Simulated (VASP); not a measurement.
# Al8N7 (a cell with a defect) in VASP: further runs

Runs on Al8N7 (a cell with a defect). Level: PBE. Tasks: single point.

Program: VASP 6.6.1. These are calculated values, not measurements. Logs are shortened: lines on timing, memory, paths and dates and some standing lists are left out, and cuts for length are marked.

### Step 1. The cell of the first run

The cell holds a defect, 15 atoms: a = 5.018 Å, b = 6.260 Å, c = 6.260 Å, α = 120.00°, β = 90.00°, γ = 90.00°.

### Step 2. Single point, PBE, collinear spin (atoms taken out, then relaxed in part)

INCAR reads:

```
PREC = Accurate ; ENCUT = 520
EDIFF = 1E-6 ; ISMEAR = 0
SIGMA = 0.01 ; LREAL = Auto
LASPH = T ; NELM = 150
ALGO = Normal ; ISIF = 2
LWAVE = F ; LCHARG = F
ISPIN = 2 ; MAGMOM = 0.75 0 0 0 0.75 0.75 0 0.75 0 0 0 0 0 0 0
LORBIT = 11 ; GGA = PE
NELECT = 57.0 ; NBANDS = 46
```

KPOINTS reads:

```
regular mesh
0
Gamma
  2 2 2
```

POSCAR reads:

```
Al8N7
1.0
    0.0000000000      0.0000000000      5.0179604226
   -3.1302455678      5.4217443636      0.0000000000
   -3.1302455678     -5.4217443637      0.0000000000
Al N
8 7
Direct
    0.9444481841      0.1649724558      0.3322568698
    1.0022418258      0.6682209984      0.3387705961
    1.0022330795      0.1584209722      0.8289811280
    1.0022418258      0.6682209984      0.8289916861
    0.5109291175      0.8038771892      0.1517092365
    0.5109036402      0.3455081586      0.1517174647
    0.5084205402      0.8316260247      0.6655836543
    0.5109036402      0.3455081586      0.6933319778
    0.3816269465      0.6660772815      0.3344601703
    0.3816187921      0.1627467114      0.8311439976
    0.3816269465      0.6660772815      0.8311583951
    0.8838646387      0.8295833471      0.1645623155
    0.8838575568      0.3326508850      0.1645476776
    0.8841629429      0.8316155765      0.6655784302
    0.8838575568      0.3326508850      0.6676444913
```

Potentials or basis: VASP PAW PBE potentials, release 64 (Al, N).

Launch:

```
cat potpaw_PBE.64/Al/POTCAR potpaw_PBE.64/N/POTCAR > POTCAR
mpirun -np 1 vasp_std > vasp.out
```

OUTCAR:

```text
PREC = Accurate
   ENCUT = 520
   EDIFF = 1E-6
   ISMEAR = 0
   LREAL = Auto
   LASPH = T
   NELM = 150
   ISIF = 2
   ISPIN = 2
   LORBIT = 11
   GGA = PE
   NELECT = 57.0

 ion  position               nearest neighbor table
   1  0.944  0.165  0.332-  13 1.84  15 1.84  12 1.84   5 2.93   6 2.93   8 2.93   4 3.14   2 3.14
                             3 3.14   3 3.14   4 3.14   2 3.14
   2  0.002  0.668  0.339-  14 1.87   9 1.90  12 1.91  13 1.91   5 3.03   6 3.03   7 3.05   3 3.07
                             4 3.07   7 3.10   6 3.10   5 3.10   1 3.14   1 3.14   4 3.19   3 3.19
   3  0.002  0.158  0.829-  14 1.87  10 1.90  15 1.91  13 1.91   8 3.03   6 3.03   7 3.05   2 3.07
                             4 3.07   7 3.10   8 3.10   6 3.10   1 3.14   1 3.14   2 3.19   4 3.19
   4  0.002  0.668  0.829-  14 1.87  11 1.90  12 1.91  15 1.91   5 3.03   8 3.03   7 3.05   3 3.07
                             2 3.07   7 3.10   8 3.10   5 3.10   1 3.14   1 3.14   2 3.19   3 3.19
   5  0.511  0.804  0.152-  11 1.86   9 1.86  12 1.88   8 2.87   6 2.87   1 2.93   4 3.03   2 3.03
                             4 3.10   2 3.10   7 3.13   7 3.13
   6  0.511  0.346  0.152-   9 1.86  10 1.86  13 1.88   5 2.87   8 2.87   1 2.93   2 3.03   3 3.03
                             2 3.10   3 3.10   7 3.13   7 3.13
   7  0.508  0.832  0.666-  14 1.89  10 1.90   9 1.90  11 1.90   3 3.05   4 3.05   2 3.05   3 3.10
                             4 3.10   2 3.10   6 3.13   8 3.13   5 3.13   5 3.13   6 3.13   8 3.13
   8  0.511  0.346  0.693-  11 1.86  10 1.86  15 1.88   5 2.87   6 2.87   1 2.93   4 3.03   3 3.03
                             4 3.10   3 3.10   7 3.13   7 3.13
   9  0.382  0.666  0.334-   5 1.86   6 1.86   2 1.90   7 1.90
  10  0.382  0.163  0.831-   8 1.86   6 1.86   3 1.90   7 1.90
  11  0.382  0.666  0.831-   5 1.86   8 1.86   4 1.90   7 1.90
  12  0.884  0.830  0.165-   1 1.84   5 1.88   2 1.91   4 1.91
  13  0.884  0.333  0.165-   1 1.84   6 1.88   3 1.91   2 1.91
  14  0.884  0.832  0.666-   3 1.87   4 1.87   2 1.87   7 1.89
  15  0.884  0.333  0.668-   1 1.84   8 1.88   3 1.91   4 1.91

  LATTYP: Found a hexagonal cell.
 ALAT       =     6.2604911356
 C/A-ratio  =     0.8015282370

  Lattice vectors:

 A1 = (  -3.1302455678,   5.4217443636,   0.0000000000)
 A2 = (  -3.1302455678,  -5.4217443637,   0.0000000000)
 A3 = (   0.0000000000,   0.0000000000,   5.0179604226)

Analysis of symmetry for initial positions (statically):
=====================================================================
 Subroutine PRICEL returns:
 Original cell was already a primitive cell.

 Routine SETGRP: Setting up the symmetry group for a
 hexagonal supercell.

 Subroutine GETGRP returns: Found  2 space group operations
 (whereof  1 operations were pure point group operations)
 out of a pool of 24 trial point group operations.

The static configuration has the point symmetry C_1 .
 The point group associated with its full space group is C_1h.

Analysis of symmetry for dynamics (positions and initial velocities):
=====================================================================
 Subroutine PRICEL returns:
 Original cell was already a primitive cell.

 Routine SETGRP: Setting up the symmetry group for a
 hexagonal supercell.

 Subroutine GETGRP returns: Found  2 space group operations
 (whereof  1 operations were pure point group operations)
 out of a pool of 24 trial point group operations.

The dynamic configuration has the point symmetry C_1 .
 The point group associated with its full space group is C_1h.

Analysis of structural, dynamic, and magnetic symmetry:
=====================================================================
 Subroutine PRICEL returns:
 Original cell was already a primitive cell.

 Routine SETGRP: Setting up the symmetry group for a
 hexagonal supercell.

 Subroutine GETGRP returns: Found  2 space group operations
 (whereof  1 operations were pure point group operations)
 out of a pool of 24 trial point group operations.

The overall configuration has the point symmetry C_1 .
 The point group associated with its full space group is C_1h.

 Subroutine INISYM returns: Found  2 space group operations
 (whereof  1 operations are pure point group operations),
 and found     1 'primitive' translations

----------------------------------------------------------------------------------------

                                     Primitive cell

  volume of cell :     170.3235
[... 109 lines left out ...]
   EMIN   =  10.00;   EMAX   =-10.00  energy-range for DOS
   EFERMI =   0.00;   METHOD = LEGACY
   ISMEAR =     0;   SIGMA  =   0.01  broadening in eV -4-tet -1-fermi 0-gaus
   EFERMI_NEDOS =   21; number of points for ismear=-14 and -15
   IALGO  =     38    algorithm
   IMIX   =      4    mixing-type and parameters
     AMIX     =   0.40;   BMIX     =  1.00
     AMIX_MAG =   1.60;   BMIX_MAG =  1.00
  volume/ion in A,a.u.               =      11.35        76.63
  Fermi-wavevector in a.u.,A,eV,Ry     =   1.136602  2.147865 17.576863  1.291863
  Thomas-Fermi vector in A             =   2.273307
   LORBIT       =     11    0 simple, 1 ext, 2 COOP (PROOUT), +10 PAW based schemes
   GGA     = PE    functional components
   LHFCALC =     F    Hartree Fock is set to
   AEXX    =    0.0000 exact exchange contribution
   IVDW    =     0    specifies the selected vdW correction
   LEPSILON=     F    determine dielectric tensor
   LRPA    =     F    only Hartree local field effects (RPA)
 spin polarized calculation
 Gauss-broadening in eV      SIGMA  =   0.01
  energy-cutoff  :      520.00
  volume of cell :      170.32
 maximum number of plane-waves:      4596
 NGX is ok and might be reduce to    40
   NGX = 19   NGY = 23   NGZ = 23

 number of electron      56.9999995 magnetization       0.4999978

 Free energy of the ion-electron system (eV)
  ---------------------------------------------------
  ext. energy  EPLUGINS =         0.00000000
  ---------------------------------------------------
  free energy    TOTEN  =      -120.46586877 eV

  energy without entropy =     -120.46490468  energy(sigma->0) =     -120.46538672

 E-fermi :   6.4209     XC(G=0): -10.3950

 val. band max:        6.3137680468   @ k =   0.5000   0.0000   0.5000
 cond. band min:       6.4238174884   @ k =   0.0000   0.5000   0.0000
 fundamental gap:      0.1100494416
 Fermi energy:         6.4208756519

 spin component 1

 k-point     1 :       0.0000    0.0000    0.0000
  band No.  band energies     occupation
      1      -9.2607      1.00000
      2      -7.6596      1.00000
      3      -7.6596      1.00000
      4      -7.5506      1.00000
      5      -7.0004      1.00000
      6      -7.0003      1.00000
[... 247 lines left out ...]
     39      13.7515      0.00000
     40      14.0074      0.00000
 Fermi energy:         6.4208756519

 spin component 2

 k-point     1 :       0.0000    0.0000    0.0000
  band No.  band energies     occupation
      1      -9.2338      1.00000
      2      -7.6279      1.00000
      3      -7.6279      1.00000
      4      -7.5197      1.00000
      5      -6.9667      1.00000
      6      -6.9667      1.00000
[... 247 lines left out ...]
     39      13.8253      0.00000
     40      14.1023      0.00000
 [bands above 40 left out]

------------------------ aborting loop because EDIFF is reached ----------------------------------------

  FORCE on cell =-STRESS in cart. coord.  units (eV):
  Direction    XX          YY          ZZ          XY          YZ          ZX
  --------------------------------------------------------------------------------------
  -------------------------------------------------------------------------------------
  Total      -16.0439108    -16.0418255    -16.8730336      0.0018059      0.0001485     -0.0002572
  in kB     -150.9197745   -150.9001592   -158.7190594      0.0169873      0.0013968     -0.0024192
  external PRESSURE =    -153.5129977 kB  Pullay stress =       0.0000000 kB

 VOLUME and BASIS-vectors are now :
 -----------------------------------------------------------------------------
  energy-cutoff  :      520.00
  volume of cell :      170.32
      direct lattice vectors                 reciprocal lattice vectors
     0.000000000  0.000000000  5.017960423     0.000000000  0.000000000  0.199284154
    -3.130245568  5.421744364  0.000000000    -0.159731877  0.092221242  0.000000000
    -3.130245568 -5.421744364  0.000000000    -0.159731877 -0.092221242  0.000000000

 POSITION                                       TOTAL-FORCE (eV/Angst)
 -----------------------------------------------------------------------------------
     -1.55645     -0.90697      4.73920         0.004972     -0.002871     -0.007918
     -3.15213      1.78620      0.01125         0.001649      0.002242      0.003047
     -3.09081     -3.63561      0.01121        -0.000412      0.000238      0.001711
     -4.68664     -0.87166      0.01125        -0.001117     -0.002549      0.003047
     -2.99122      3.53589      2.56382         0.005920     -0.003418      0.003971
     -1.55644      1.05068      2.56369        -0.003316      0.012797      0.004801
     -4.68663      0.90024      2.55123         0.000409     -0.000236     -0.005849
     -3.25182     -1.88581      2.56369        -0.012740     -0.003526      0.004801
     -3.13193      1.79794      1.91499        -0.008179     -0.006347     -0.009200
     -3.11112     -3.62388      1.91495         0.009416     -0.005437     -0.008889
     -4.68672     -0.89503      1.91499         0.001407      0.010257     -0.009200
     -3.11192      3.60557      4.43520         0.002187     -0.001263      0.008634
     -1.55635      0.91141      4.43516         0.000192      0.001202      0.007514
     -4.68658      0.90021      4.43669         0.000559     -0.000322     -0.003985
     -3.13117     -1.81625      4.43516        -0.000945     -0.000767      0.007514
 -----------------------------------------------------------------------------------
    total drift:                               -0.011139      0.006414      0.014309

  FREE ENERGIE OF THE ION-ELECTRON SYSTEM (eV)
  ---------------------------------------------------
  free  energy   TOTEN  =      -120.4658687675 eV

  energy  without entropy=     -120.4649046803  energy(sigma->0) =     -120.46538672

 total charge

# of ion       s       p       d       tot
------------------------------------------
    1        0.374   0.406   0.000   0.780
    2        0.353   0.413   0.000   0.766
    3        0.353   0.413   0.000   0.766
    4        0.353   0.413   0.000   0.766
    5        0.373   0.392   0.000   0.765
    6        0.373   0.392   0.000   0.765
    7        0.350   0.411   0.000   0.762
    8        0.373   0.392   0.000   0.765
    9        1.227   2.599   0.000   3.826
   10        1.227   2.599   0.000   3.826
   11        1.227   2.599   0.000   3.826
   12        1.226   2.594   0.000   3.821
   13        1.226   2.594   0.000   3.821
   14        1.218   2.633   0.000   3.851
   15        1.226   2.594   0.000   3.821
--------------------------------------------------
tot         11.479  21.446   0.000  32.925

 magnetization (x)

# of ion       s       p       d       tot
------------------------------------------
    1        0.001   0.005   0.000   0.006
    2        0.000   0.001   0.000   0.001
    3        0.000   0.001   0.000   0.001
    4        0.000   0.001   0.000   0.001
    5        0.001   0.012   0.000   0.013
    6        0.001   0.012   0.000   0.013
    7        0.000   0.000   0.000   0.001
    8        0.001   0.012   0.000   0.013
    9        0.000   0.013   0.000   0.014
   10        0.000   0.013   0.000   0.014
   11        0.000   0.013   0.000   0.014
   12        0.001   0.024   0.000   0.025
   13        0.001   0.024   0.000   0.025
   14       -0.000   0.000   0.000  -0.000
   15        0.001   0.024   0.000   0.025
--------------------------------------------------
tot          0.009   0.153   0.000   0.162
```

Run time: 4.4 min. Hardware: 1 thread of Intel Xeon 6975P-C (Granite Rapids), shared host; peak memory 0.36 GiB.

What came out:

* Free energy: -120.4659 eV
* Largest force: 0.014 eV/Å
* Net moment: 0.50 μB per cell
* Site moments: Al +0.01, +0.00 (each value once); N +0.01, +0.03, -0.00 (each value once) μB
* Valence electrons inside the program's atomic spheres: Al 0.78, 0.77, 0.76 (each value once); N 3.83, 3.82, 3.85 (each value once)

Forces on the atoms (eV/Å):
```
Al   0.005 -0.003 -0.008
Al   0.002  0.002  0.003
Al   0.000  0.000  0.002
Al  -0.001 -0.003  0.003
Al   0.006 -0.003  0.004
Al  -0.003  0.013  0.005
Al   0.000  0.000 -0.006
Al  -0.013 -0.004  0.005
N   -0.008 -0.006 -0.009
N    0.009 -0.005 -0.009
N    0.001  0.010 -0.009
N    0.002 -0.001  0.009
N    0.000  0.001  0.008
N    0.001  0.000 -0.004
N   -0.001 -0.001  0.008
```

Levels at points of the mesh, in eV from the Fermi level:
Spin up:
| k point | band 25 | band 26 | band 27 | band 28 | band 29 | band 30 | band 31 | band 32 | band 33 | band 34 |
| --- | --- | --- | --- | --- | --- | --- | --- | --- | --- | --- |
| (0.00, 0.00, 0.00) | -1.73 | -1.52 | -1.32 | -1.10 | -1.10 | 2.64 | 3.98 | 4.57 | 4.57 | 5.31 |
| (0.50, 0.00, 0.00) | -1.82 | -1.82 | -1.27 | -1.27 | -0.70 | 3.10 | 4.22 | 4.22 | 4.29 | 4.88 |
| (0.00, 0.50, 0.00) | -1.86 | -1.76 | -1.24 | -1.20 | 0.00 | 2.39 | 3.40 | 4.02 | 4.71 | 5.53 |
| (0.00, 0.00, 0.50) | -1.86 | -1.76 | -1.24 | -1.20 | 0.00 | 2.39 | 3.40 | 4.02 | 4.71 | 5.53 |
| (0.50, 0.50, 0.00) | -1.88 | -1.80 | -1.76 | -1.56 | -0.11 | 2.71 | 3.37 | 4.17 | 4.95 | 6.02 |
| (0.50, 0.00, 0.50) | -1.88 | -1.80 | -1.76 | -1.56 | -0.11 | 2.71 | 3.37 | 4.17 | 4.95 | 6.02 |
Spin down:
| k point | band 24 | band 25 | band 26 | band 27 | band 28 | band 29 | band 30 | band 31 | band 32 | band 33 |
| --- | --- | --- | --- | --- | --- | --- | --- | --- | --- | --- |
| (0.00, 0.00, 0.00) | -1.77 | -1.49 | -1.38 | -1.08 | -1.08 | -1.07 | 2.80 | 4.08 | 4.80 | 4.80 |
| (0.50, 0.00, 0.00) | -2.12 | -1.79 | -1.79 | -1.26 | -1.26 | -0.26 | 3.27 | 4.36 | 4.37 | 4.37 |
| (0.00, 0.50, 0.00) | -2.20 | -1.83 | -1.73 | -1.22 | -1.18 | 0.54 | 2.64 | 3.62 | 4.29 | 4.77 |
| (0.00, 0.00, 0.50) | -2.20 | -1.83 | -1.73 | -1.22 | -1.18 | 0.54 | 2.64 | 3.62 | 4.29 | 4.77 |
| (0.50, 0.50, 0.00) | -1.98 | -1.83 | -1.77 | -1.75 | -1.56 | 0.46 | 2.97 | 3.59 | 4.44 | 4.98 |
| (0.50, 0.00, 0.50) | -1.98 | -1.83 | -1.77 | -1.75 | -1.56 | 0.46 | 2.97 | 3.59 | 4.44 | 4.98 |

Caveat: the k points lie up to 0.63 Å⁻¹ apart; the cell carries a net charge on a neutralising background, which shifts energy and pressure; the cell differs from its parent crystal (atoms taken out, then relaxed in part); the cell is charged against a uniform background, so pressure and absolute levels hang on convention.

### Step 3. Single point, PBE, collinear spin (atoms taken out, then relaxed in part)

INCAR reads:

```
  PREC = Accurate
  ENCUT = 520
  EDIFF = 1E-6
  ISMEAR = 0
  SIGMA = 0.01
  LREAL = Auto
  LASPH = True
  NELM = 150
  ALGO = Normal
  ISIF = 2
  LWAVE = False
  LCHARG = False
  ISPIN = 2
  MAGMOM = 0.25 0 0 0 0.25 0.25 0 0.25 0 0 0 0 0 0 0
  LORBIT = 11
  GGA = PE
  NBANDS = 46
  NELECT = 57.0
```

KPOINTS is that of step 2.

POSCAR reads:

```
Al8N7
1.0
    0.0000000000      0.0000000000      5.0179604226
   -3.1302455678      5.4217443637      0.0000000000
   -3.1302455678     -5.4217443637      0.0000000000
Al N
8 7
Direct
    0.9444481841      0.1649724558      0.3322568101
    1.0022427579      0.6682212191      0.3387714615
    1.0022330795      0.1584209722      0.8289813175
    1.0022408936      0.6682207776      0.8289923308
    0.5109291175      0.8038771892      0.1517097600
    0.5109043152      0.3455085629      0.1517158419
    0.5084205402      0.8316260247      0.6655840297
    0.5109029652      0.3455077544      0.6933299507
    0.3816269756      0.6660775804      0.3344610425
    0.3816187921      0.1627467114      0.8311423603
    0.3816269175      0.6660769826      0.8311589684
    0.8838646387      0.8295833471      0.1645639886
    0.8838586119      0.3326520352      0.1645477132
    0.8841629429      0.8316155765      0.6655791389
    0.8838565018      0.3326497349      0.6676433768
```

Potentials or basis: VASP PAW PBE potentials, release 64 (Al, N).

Launch:

```
cat potpaw_PBE.64/Al/POTCAR potpaw_PBE.64/N/POTCAR > POTCAR
mpirun -np 1 vasp_std > vasp.out
```

It took 2.3 min on 1 thread of Intel Xeon 6975P-C (Granite Rapids), shared host; peak memory 0.36 GiB.

Results (log left out):

- Free energy: -120.4659 eV
- Largest force: 0.014 eV/Å
- Net moment: 0.50 μB per cell
- Site moments: Al +0.01, +0.00 (each value once); N +0.01, +0.03, -0.00 (each value once) μB
- Valence electrons inside the program's atomic spheres: Al 0.78, 0.77, 0.76 (each value once); N 3.83, 3.82, 3.85 (each value once)

Forces on the atoms (eV/Å):
```
Al   0.005 -0.003 -0.008
Al   0.002  0.002  0.003
Al   0.000  0.000  0.002
Al  -0.001 -0.003  0.003
Al   0.006 -0.003  0.004
Al  -0.003  0.013  0.005
Al   0.000  0.000 -0.006
Al  -0.013 -0.003  0.005
N   -0.008 -0.006 -0.009
N    0.009 -0.005 -0.009
N    0.001  0.010 -0.009
N    0.002 -0.001  0.009
N    0.000  0.001  0.008
N    0.001  0.000 -0.004
N   -0.001 -0.001  0.008
```

Levels at points of the mesh, in eV from the Fermi level:
Spin up:
| k point | band 25 | band 26 | band 27 | band 28 | band 29 | band 30 | band 31 | band 32 | band 33 | band 34 |
| --- | --- | --- | --- | --- | --- | --- | --- | --- | --- | --- |
| (0.00, 0.00, 0.00) | -1.73 | -1.52 | -1.32 | -1.10 | -1.10 | 2.64 | 3.98 | 4.57 | 4.57 | 5.31 |
| (0.50, 0.00, 0.00) | -1.82 | -1.82 | -1.27 | -1.27 | -0.70 | 3.10 | 4.22 | 4.22 | 4.29 | 4.88 |
| (0.00, 0.50, 0.00) | -1.86 | -1.76 | -1.24 | -1.20 | 0.00 | 2.39 | 3.40 | 4.02 | 4.71 | 5.53 |
| (0.00, 0.00, 0.50) | -1.86 | -1.76 | -1.24 | -1.20 | 0.00 | 2.39 | 3.40 | 4.02 | 4.71 | 5.53 |
| (0.50, 0.50, 0.00) | -1.88 | -1.80 | -1.76 | -1.56 | -0.11 | 2.71 | 3.37 | 4.17 | 4.95 | 6.02 |
| (0.50, 0.00, 0.50) | -1.88 | -1.80 | -1.76 | -1.56 | -0.11 | 2.71 | 3.37 | 4.17 | 4.95 | 6.02 |
Spin down:
| k point | band 26 | band 27 | band 28 | band 29 | band 30 | band 31 |
| --- | --- | --- | --- | --- | --- | --- |
| (0.00, 0.00, 0.00) | -1.38 | -1.08 | -1.08 | -1.07 | 2.80 | 4.08 |
| (0.50, 0.00, 0.00) | -1.79 | -1.26 | -1.26 | -0.26 | 3.27 | 4.36 |
| (0.00, 0.50, 0.00) | -1.73 | -1.22 | -1.18 | 0.54 | 2.64 | 3.62 |
| (0.00, 0.00, 0.50) | -1.73 | -1.22 | -1.18 | 0.54 | 2.64 | 3.62 |
| (0.50, 0.50, 0.00) | -1.77 | -1.75 | -1.56 | 0.46 | 2.97 | 3.59 |
| (0.50, 0.00, 0.50) | -1.77 | -1.75 | -1.56 | 0.46 | 2.97 | 3.59 |

Caveat: the k points lie up to 0.63 Å⁻¹ apart; the cell carries a net charge on a neutralising background, which shifts energy and pressure; the cell differs from its parent crystal (atoms taken out, then relaxed in part); the cell is charged against a uniform background, so pressure and absolute levels hang on convention.
